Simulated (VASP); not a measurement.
AlInSb2: single point with LDA

Crystal: AlInSb2.

```xyz
4
Lattice="4.3800 0.0000 0.0000 0.0000 4.3800 0.0000 0.0000 0.0000 6.4333" Properties=species:S:1:pos:R:3 pbc="T T T"
Al    0.0000    0.0000    0.0000
In    2.1900    2.1900    3.2167
Sb    0.0000    2.1900    1.7618
Sb    2.1900    0.0000    4.6715
```

This cell differs from its parent crystal: atoms shifted along a free coordinate, c/a of the conventional cell at fixed volume 1.4688.

```yaml
Program: VASP 6.6.1
Task: single point
Functional: LDA
Potentials_or_basis: VASP PAW LDA potentials, release 64 (Al, In_d, Sb)
Cutoff: 520 eV
k_mesh: 8 × 8 × 6
Occupations: gaussian, width 0.05 eV
Spin: no spin polarisation
Dipole_correction: no
Further_INCAR_settings: ALGO = Normal; EDIFF = 1e-07; NBANDS = 21
```

* Pressure: 2.2 GPa
* Largest force: 2.634 eV/Å
* Band gap on the k mesh: 0.41 eV

Forces on the atoms (eV/Å):
```
Al   0.000  0.000  0.000
In   0.000  0.000  0.000
Sb   0.000  0.000 -2.634
Sb   0.000  0.000  2.634
```

Stress tensor (GPa, compression positive):
```
3.21 0.00 0.00
0.00 3.21 0.00
0.00 0.00 0.26
```

Levels at points of the mesh, in eV from the valence-band top:
```csv
k point,band 10,band 11,band 12,band 13,band 14,band 15,band 16,band 17
"(0.00, 0.00, 0.00)",-2.41,-0.26,0.00,0.00,0.41,1.20,1.34,2.80
"(0.50, 0.00, 0.00)",-3.43,-2.76,-1.33,-0.82,2.12,2.38,3.73,4.10
"(0.50, 0.50, 0.00)",-2.68,-2.54,-2.54,-2.34,0.58,0.97,0.97,1.54
"(0.00, 0.00, 0.50)",-1.97,-1.97,-1.05,-1.05,1.48,1.60,2.41,2.83
"(0.50, 0.00, 0.50)",-1.32,-1.27,-1.12,-0.78,0.53,0.77,3.40,3.47
"(0.50, 0.50, 0.50)",-3.22,-3.19,-2.99,-2.99,2.93,3.32,3.32,4.18
```

It took 3 min on 1 thread of Intel Xeon 8259CL, on a shared host, peak memory 0.31 GiB.

Caveat: spin-orbit coupling is left out, which moves the levels of the heavy elements; forces of over 1 eV/Å act on the atoms, so gaps and moduli don't describe the material at rest. A k mesh can miss the band edges.
